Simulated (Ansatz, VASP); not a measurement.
**Two plane-wave programs on ZrB2**

```
Zr B
1.0
     3.23217    0.00000    0.00000
    -1.61609    2.79914    0.00000
     0.00000    0.00000    3.60229
Zr B
1 2
Cartesian
  0.0000 0.0000 0.0000
  1.6161 0.9330 1.8011
  0.0000 1.8661 1.8011
```

Alike in both runs: task single point; functional PBEsol; dispersion D4; k mesh 10 × 10 × 8; occupations fermi-dirac, width 0.05 eV; no spin polarisation.

```csv
,VASP,Ansatz
version,VASP 6.6.1,Ansatz 0.2.0
potentials or method,"VASP PAW PBE potentials, release 64 (Zr_sv, B)",Ansatz PAW
plane-wave cutoff (eV),520,420
valence electrons in the cell,18,18
```

Ansatz gave:

* gap on the k mesh at the Fermi level (eV): none
* pressure (GPa): -19.1
* traceless stress, the component that is largest in VASP (GPa): 0.14

Problem. Which values does VASP return?

Solution. gap on the k mesh at the Fermi level (eV): none; pressure (GPa): -18.9; traceless stress, the component that is largest in VASP (GPa): 0.13.

VASP's potentials were made for PBE, not for PBEsol. A gap of «none» marks a metal or a gap that the smearing closes.
